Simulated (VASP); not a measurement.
# InSb (F-43m) in VASP: further runs

The runs below take InSb through single point, with r2SCAN.

Everything below comes from runs of VASP 6.6.1. Logs are shortened: lines on timing, memory, paths and dates and some standing lists are left out, and cuts for length are marked.

**1. The cell of the first run**

It takes space group F-43m (No. 216, cubic). The conventional cell has a = 6.558 Å, b = 6.558 Å, c = 6.558 Å, α = 90.00°, β = 90.00°, γ = 90.00°. Within 3.7 Å of In (site symmetry -43m) lie 4 Sb at 2.84 Å. Within 3.7 Å of Sb (site symmetry -43m) lie 4 In at 2.84 Å.

**2. Single point, r2SCAN**

POSCAR

```
InSb
1.0
    0.0000000000      3.2790729700      3.2790729700
    3.2790729700      0.0000000000      3.2790729700
    3.2790729700      3.2790729700      0.0000000000
In Sb
1 1
Direct
    0.0000000000      0.0000000000      0.0000000000
    0.2500000000      0.2500000000      0.2500000000
```

INCAR.step1

```
SYSTEM = InSb
ALGO = Normal
EDIFF = 1E-4
ENCUT = 520
GGA = PE
ISMEAR = -1
LASPH = .TRUE.
LCHARG = .FALSE.
LREAL = .FALSE.
LWAVE = .TRUE.
NBANDS = 16
NELM = 80
PREC = Accurate
SIGMA = 0.1
```

INCAR.step2

```
SYSTEM = InSb
ALGO = Normal
EDIFF = 1E-6
ENCUT = 520
ISIF = 2
ISMEAR = -1
ISTART = 1
LASPH = .TRUE.
LCHARG = .TRUE.
LELF = .TRUE.
LMIXTAU = .TRUE.
LREAL = .FALSE.
LVHAR = .TRUE.
LWAVE = .FALSE.
METAGGA = R2SCAN
NBANDS = 16
NELM = 80
PREC = Accurate
SIGMA = 0.1
```

KPOINTS

```
k-points
0
G
  9 9 9
  0 0 0
```

Potentials or basis: VASP PAW PBE potentials, release 64 (In_d, Sb).

Started as:

```sh
cat potpaw_PBE.64/In_d/POTCAR potpaw_PBE.64/Sb/POTCAR > POTCAR
cp INCAR.step1 INCAR
mpirun -np 1 vasp_std > vasp.out
cp INCAR.step2 INCAR
mpirun -np 1 vasp_std > vasp.out
```

OUTCAR:

```text
SYSTEM = InSb
   EDIFF = 1E-6
   ENCUT = 520
   ISIF = 2
   ISMEAR = -1
   ISTART = 1
   LASPH = .TRUE.
   LREAL = .FALSE.
   METAGGA = R2SCAN
   NELM = 80
   PREC = Accurate

 ion  position               nearest neighbor table
   1  0.000  0.000  0.000-   2 2.84   2 2.84   2 2.84   2 2.84
   2  0.250  0.250  0.250-   1 2.84   1 2.84   1 2.84   1 2.84

  LATTYP: Found a face centered cubic cell.
 ALAT       =     6.5581459400

  Lattice vectors:

 A1 = (   0.0000000000,   3.2790729700,   3.2790729700)
 A2 = (   3.2790729700,   0.0000000000,   3.2790729700)
 A3 = (   3.2790729700,   3.2790729700,   0.0000000000)

Analysis of symmetry for initial positions (statically):
=====================================================================
 Subroutine PRICEL returns:
 Original cell was already a primitive cell.

 Routine SETGRP: Setting up the symmetry group for a
 face centered cubic supercell.

 Subroutine GETGRP returns: Found 24 space group operations
 (whereof 24 operations were pure point group operations)
 out of a pool of 48 trial point group operations.

The static configuration has the point symmetry T_d .

Analysis of symmetry for dynamics (positions and initial velocities):
=====================================================================
 Subroutine PRICEL returns:
 Original cell was already a primitive cell.

 Routine SETGRP: Setting up the symmetry group for a
 face centered cubic supercell.

 Subroutine GETGRP returns: Found 24 space group operations
 (whereof 24 operations were pure point group operations)
 out of a pool of 48 trial point group operations.

The dynamic configuration has the point symmetry T_d .

 Subroutine INISYM returns: Found 24 space group operations
 (whereof 24 operations are pure point group operations),
 and found     1 'primitive' translations

----------------------------------------------------------------------------------------

                                     Primitive cell

  volume of cell :      70.5153

  direct lattice vectors                    reciprocal lattice vectors
     0.000000000  3.279072970  3.279072970    -0.152482121  0.152482121  0.152482121
     3.279072970  0.000000000  3.279072970     0.152482121 -0.152482121  0.152482121
     3.279072970  3.279072970  0.000000000     0.152482121  0.152482121 -0.152482121

  length of vectors
     4.637309466  4.637309466  4.637309466     0.264106780  0.264106780  0.264106780

  position of ions in fractional coordinates (direct lattice)
     0.000000000  0.000000000  0.000000000
     0.250000000  0.250000000  0.250000000

  ion indices of the primitive-cell ions
   primitive index   ion index
                 1           1
                 2           2

----------------------------------------------------------------------------------------

 KPOINTS: k-points

Automatic generation of k-mesh.
 Grid dimensions read from file:
 generate k-points for:    9    9    9

 Generating k-lattice:

  Cartesian coordinates                     Fractional coordinates (reciprocal lattice)
    -0.016942458  0.016942458  0.016942458     0.111111111  0.000000000  0.000000000
     0.016942458 -0.016942458  0.016942458     0.000000000  0.111111111  0.000000000
     0.016942458  0.016942458 -0.016942458     0.000000000  0.000000000  0.111111111

  Length of vectors
     0.029345198  0.029345198  0.029345198

  Shift w.r.t. Gamma in fractional coordinates (k-lattice)
     0.000000000  0.000000000  0.000000000

 Subroutine IBZKPT returns following result:
 ===========================================

 Found     35 irreducible k-points:

 Following reciprocal coordinates:
            Coordinates               Weight
  0.000000  0.000000  0.000000      1.000000
  0.111111  0.000000  0.000000      8.000000
  0.222222  0.000000  0.000000      8.000000
  0.333333  0.000000  0.000000      8.000000
  0.444444  0.000000  0.000000      8.000000
  0.111111  0.111111  0.000000      6.000000
[... 16 lines left out ...]
 -0.333333  0.333333  0.000000     12.000000
  0.444444  0.444444  0.000000      6.000000
 [... further k-points ...]
   k-points           NKPTS =     35   k-points in BZ     NKDIM =     35   number of bands    NBANDS=     16
   number of dos      NEDOS =    301   number of ions     NIONS =      2
   total plane-waves  NPLWV =  46656
   dimension x,y,z NGX =    36 NGY =   36 NGZ =   36
   dimension x,y,z NGXF=    72 NGYF=   72 NGZF=   72
   ions per type =               1   1
   NGX,Y,Z   is equivalent  to a cutoff of  12.91, 12.91, 12.91 a.u.
   NGXF,Y,Z  is equivalent  to a cutoff of  25.81, 25.81, 25.81 a.u.
 SYSTEM =  InSb
   PREC   = accura    normal or accurate (medium, high low for compatibility)
   ISTART =      1    job   : 0-new  1-cont  2-samecut
   ICHARG =      0    charge: 1-file 2-atom 10-const
   ISPIN  =      1    spin polarized calculation?
   LNONCOLLINEAR =      F non collinear calculations
   LSORBIT =      F    spin-orbit coupling
   LASPH  =      T    aspherical Exc in radial PAW
   ENCUT  =  520.0 eV  38.22 Ry    6.18 a.u.   8.62  8.62  8.62*2*pi/ulx,y,z
   NELM   =     80;   NELMIN=  2; NELMDL=  0     # of ELM steps
   EDIFF  = 0.1E-05   stopping-criterion for ELM
   LREAL  =      F    real-space projection
   EDIFFG = 0.1E-04   stopping-criterion for IOM
   NSW    =      0    number of steps for IOM
   IBRION =     -1    ionic relax: 0-MD 1-quasi-New 2-CG
   NFREE  =      0    steps in history (QN), initial steepest desc. (CG)
   ISIF   =      2    stress and relaxation
   ISYM   =      2    0-nonsym 1-usesym 2-fastsym
   POTIM  = 0.5000    time-step for ionic-motion
   TEBEG  =    0.0;   TEEND  =   0.0 temperature during run
   PSTRESS=    0.0 pullay stress
   NELECT =      18.0000    total number of electrons
   NUPDOWN=      -1.0000    fix difference up-down
   EMIN   =  10.00;   EMAX   =-10.00  energy-range for DOS
   EFERMI =   0.00;   METHOD = LEGACY
   ISMEAR =    -1;   SIGMA  =   0.10  broadening in eV -4-tet -1-fermi 0-gaus
   EFERMI_NEDOS =   21; number of points for ismear=-14 and -15
   IALGO  =     38    algorithm
   IMIX   =      4    mixing-type and parameters
     AMIX     =   0.40;   BMIX     =  1.00
     AMIX_MAG =   1.60;   BMIX_MAG =  1.00
  volume/ion in A,a.u.               =      35.26       237.93
  Fermi-wavevector in a.u.,A,eV,Ry     =   1.038495  1.962472 14.673512  1.078473
  Thomas-Fermi vector in A             =   2.172982
   LORBIT       =      0    0 simple, 1 ext, 2 COOP (PROOUT), +10 PAW based schemes
   METAGGA = R2SCAN    functional components
   LHFCALC =     F    Hartree Fock is set to
   AEXX    =    0.0000 exact exchange contribution
   IVDW    =     0    specifies the selected vdW correction
   LEPSILON=     F    determine dielectric tensor
   LRPA    =     F    only Hartree local field effects (RPA)
 non-spin polarized calculation
  energy-cutoff  :      520.00
  volume of cell :       70.52
 maximum number of plane-waves:      1917
   NGX = 17   NGY = 17   NGZ = 17

 number of electron      17.9999999 magnetization

 Free energy of the ion-electron system (eV)
  ---------------------------------------------------
  ext. energy  EPLUGINS =         0.00000000
  ---------------------------------------------------
  free energy    TOTEN  =       -48.76746092 eV

  energy without entropy =      -48.76615724  energy(sigma->0) =      -48.76680908

 E-fermi :   4.7542     XC(G=0):  -9.0798

 val. band max:        4.5561929663   @ k =   0.0000   0.0000   0.0000
 cond. band min:       5.3231313238   @ k =   0.4444   0.0000   0.0000
 fundamental gap:      0.7669383575
 Fermi energy:         4.7542161093

 k-point     1 :       0.0000    0.0000    0.0000
  band No.  band energies     occupation
      1     -10.4803      2.00000
      2     -10.4803      2.00000
      3     -10.4803      2.00000
      4     -10.3892      2.00000
      5     -10.3892      2.00000
      6      -6.3466      2.00000
[... 8 lines left out ...]
     15      13.1712      0.00000
     16      13.1712      0.00000

 k-point     2 :       0.1111    0.0000    0.0000
  band No.  band energies     occupation
      1     -10.4856      2.00000
      2     -10.4778      2.00000
      3     -10.4778      2.00000
      4     -10.3893      2.00000
      5     -10.3893      2.00000
      6      -6.2340      2.00000
[... 8 lines left out ...]
     15      12.5085      0.00000
     16      12.5085      0.00000

 k-point     3 :       0.2222    0.0000    0.0000
  band No.  band energies     occupation
      1     -10.4988      2.00000
      2     -10.4719      2.00000
      3     -10.4719      2.00000
      4     -10.3894      2.00000
      5     -10.3893      2.00000
      6      -5.9133      2.00000
[... 8 lines left out ...]
     15      12.1805      0.00000
     16      12.1805      0.00000

 k-point     4 :       0.3333    0.0000    0.0000
  band No.  band energies     occupation
      1     -10.5135      2.00000
      2     -10.4657      2.00000
      3     -10.4657      2.00000
      4     -10.3887      2.00000
      5     -10.3887      2.00000
      6      -5.4550      2.00000
[... 8 lines left out ...]
     15      12.6774      0.00000
     16      12.6774      0.00000

 k-point     5 :       0.4444    0.0000    0.0000
  band No.  band energies     occupation
      1     -10.5230      2.00000
      2     -10.4622      2.00000
      3     -10.4622      2.00000
      4     -10.3879      2.00000
      5     -10.3879      2.00000
      6      -5.0558      2.00000
[... 8 lines left out ...]
     15      13.8033      0.00000
     16      13.8033      0.00000

 k-point     6 :       0.1111    0.1111    0.0000
  band No.  band energies     occupation
      1     -10.4901      2.00000
      2     -10.4755      2.00000
      3     -10.4755      2.00000
      4     -10.3908      2.00000
      5     -10.3881      2.00000
      6      -6.1961      2.00000
[... 8 lines left out ...]
     15      11.7218      0.00000
     16      13.3020      0.00000
[... 267 lines left out ...]
 k-point    21 :       0.4444    0.3333    0.0000
  band No.  band energies     occupation
      1     -10.5459      2.00000
      2     -10.4452      2.00000
      3     -10.4442      2.00000
      4     -10.4029      2.00000
      5     -10.3820      2.00000
      6      -4.7486      2.00000
[... 8 lines left out ...]
     15      14.8705      0.00000
     16      15.1153      0.00000

 k-point    22 :      -0.4444    0.3333    0.0000
  band No.  band energies     occupation
      1     -10.5456      2.00000
      2     -10.4467      2.00000
      3     -10.4439      2.00000
      4     -10.4004      2.00000
      5     -10.3838      2.00000
      6      -4.4852      2.00000
[... 8 lines left out ...]
     15      13.8894      0.00000
     16      15.7757      0.00000

 k-point    23 :      -0.3333    0.3333    0.0000
  band No.  band energies     occupation
      1     -10.5392      2.00000
      2     -10.4512      2.00000
      3     -10.4481      2.00000
      4     -10.3956      2.00000
      5     -10.3871      2.00000
      6      -4.5483      2.00000
[... 8 lines left out ...]
     15      12.7219      0.00000
     16      16.0359      0.00000

 k-point    24 :       0.4444    0.4444    0.0000
  band No.  band energies     occupation
      1     -10.5539      2.00000
      2     -10.4394      2.00000
      3     -10.4394      2.00000
      4     -10.4062      2.00000
      5     -10.3804      2.00000
      6      -4.4992      2.00000
[... 8 lines left out ...]
     15      15.0296      0.00000
     16      15.6798      0.00000

 [... further k-points ...]
[... 5 lines left out ...]
  --------------------------------------------------------------------------------------
  -------------------------------------------------------------------------------------
  Total       -0.0173761     -0.0173761     -0.0173761     -0.0000000      0.0000000     -0.0000000
  in kB       -0.3948030     -0.3948030     -0.3948030     -0.0000000      0.0000000     -0.0000000
  external PRESSURE =      -0.3948030 kB  Pullay stress =       0.0000000 kB

 VOLUME and BASIS-vectors are now :
 -----------------------------------------------------------------------------
  energy-cutoff  :      520.00
  volume of cell :       70.52
      direct lattice vectors                 reciprocal lattice vectors
     0.000000000  3.279072970  3.279072970    -0.152482121  0.152482121  0.152482121
     3.279072970  0.000000000  3.279072970     0.152482121 -0.152482121  0.152482121
     3.279072970  3.279072970  0.000000000     0.152482121  0.152482121 -0.152482121

 POSITION                                       TOTAL-FORCE (eV/Angst)
 -----------------------------------------------------------------------------------
      0.00000      0.00000      0.00000         0.000000     -0.000000     -0.000000
      1.63954      1.63954      1.63954        -0.000000      0.000000      0.000000
 -----------------------------------------------------------------------------------
    total drift:                               -0.000001     -0.000001     -0.000001

  FREE ENERGIE OF THE ION-ELECTRON SYSTEM (eV)
  ---------------------------------------------------
  free  energy   TOTEN  =       -48.7674609185 eV

  energy  without entropy=      -48.7661572357  energy(sigma->0) =      -48.76680908
```

Run time: 4.1 min. Hardware: 1 thread of AMD EPYC 7R13, shared host; peak memory 0.21 GiB.

Results:

- Free energy: -48.7675 eV
- Pressure: 0.0 GPa

Caveat: the PAW data sets were made with another functional, which shifts forces and pressure a little; spin-orbit coupling is left out, which moves the levels of the heavy elements.

**3. Single point, r2SCAN**

POSCAR is that of step 2.

INCAR.step1

```
PREC     = Accurate       # precision mode
ENCUT    = 520            # plane-wave cutoff, eV
ISMEAR   = -1             # smearing method
SIGMA    = 0.1            # smearing width, eV
LREAL    = False          # projectors in reciprocal space
LASPH    = True           # aspherical terms in the spheres
NELM     = 100            # most SCF steps
NBANDS   = 16             # bands
GGA      = PE             # functional
ALGO     = Normal         # electronic algorithm
EDIFF    = 1E-4           # SCF threshold, eV
LWAVE    = True           # write WAVECAR
LCHARG   = False          # write CHGCAR
```

INCAR.step2

```
PREC     = Accurate       # precision mode
ENCUT    = 520            # plane-wave cutoff, eV
EDIFF    = 1E-7           # SCF threshold, eV
ISMEAR   = -1             # smearing method
SIGMA    = 0.1            # smearing width, eV
LREAL    = False          # projectors in reciprocal space
LASPH    = True           # aspherical terms in the spheres
NELM     = 100            # most SCF steps
ALGO     = Normal         # electronic algorithm
ISIF     = 2              # what is computed and relaxed
LWAVE    = False          # write WAVECAR
LCHARG   = False          # write CHGCAR
METAGGA  = R2SCAN         # meta-GGA
LMIXTAU  = True         
NBANDS   = 16             # bands
ISTART   = 1
```

KPOINTS

```
Automatic mesh
0
Gamma
  9 9 9
```

Potentials or basis: VASP PAW PBE potentials, release 64 (In_d, Sb).

Started as:

```sh
cat potpaw_PBE.64/In_d/POTCAR potpaw_PBE.64/Sb/POTCAR > POTCAR
cp INCAR.step1 INCAR
mpirun -np 1 vasp_std > vasp.out
cp INCAR.step2 INCAR
mpirun -np 1 vasp_std > vasp.out
```

Wall time 6.4 min (1 thread of AMD EPYC 7R13, shared host); peak memory 0.21 GiB.

The run converged. Its results:

```yaml
Free_energy: -48.7675 eV
Pressure: 0.0 GPa
```

Levels at points of the mesh, in eV from the Fermi level:
| k point | band 7 | band 8 | band 9 | band 10 | band 11 | band 12 |
| --- | --- | --- | --- | --- | --- | --- |
| (0.00, 0.00, 0.00) | -0.21 | -0.21 | -0.21 | -0.20 | 3.01 | 3.01 |

Caveat: the PAW data sets were made with another functional, which shifts forces and pressure a little; spin-orbit coupling is left out, which moves the levels of the heavy elements.
